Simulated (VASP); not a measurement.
Runs of VASP 6.6.1 on Al3C2. The structure is that of space group P-4m2 (No. 115), or close to it. The cells are those of the table. 

| task | spin | cell | k mesh | cutoff (eV) | gap on the mesh (eV) | pressure (GPa) | relaxed volume (Å³/atom) | largest force (eV/Å) |
| --- | --- | --- | --- | --- | --- | --- | --- | --- |
| single point | off | a = 3.076, b = 3.076, c = 5.702 Å, 5 atoms | 12 × 12 × 8 | 520 | none | -0.1 | - | 0.01 |
| single point | off | a = 3.078, b = 3.078, c = 5.692 Å, 5 atoms | 6 × 6 × 4 | 520 | none | -0.1 | - | 0.01 |
| single point | collinear, ferromagnetic start | a = 3.078, b = 3.078, c = 5.692 Å, 5 atoms | 6 × 6 × 4 | 520 | none | -0.1 | - | 0.01 |
| relaxation of cell and atoms | off | relaxed from a = 3.078, b = 3.078, c = 5.692 Å, 5 atoms | 12 × 12 × 8 | 600 | none | -0.1 | 10.79 | 0.01 |
| single point | off | a = 3.196, b = 3.196, c = 6.533 Å, 5 atoms | 6 × 6 × 4 | 520 | none | -21.7 | - | 1.17 |
| relaxation of cell and atoms | off | relaxed from a = 3.196, b = 3.196, c = 6.533 Å, 5 atoms | 6 × 6 × 4 | 600 | none | 0.0 | (a) | 0.02 |

Alike in all rows: level PBE; potentials or basis VASP PAW PBE potentials, release 64 (Al, C); smearing gaussian 0.1 eV.

Problem. Estimate the missing entries.

Solution. (a) 10.77.

Caveats: forces of over 1 eV/Å act on the atoms, so gaps and moduli don't describe the material at rest (some runs); the volume moved by over 15 % at a fixed basis, so the end points are rough (some runs).

A gap of «none» marks levels without a gap at the run's occupations.
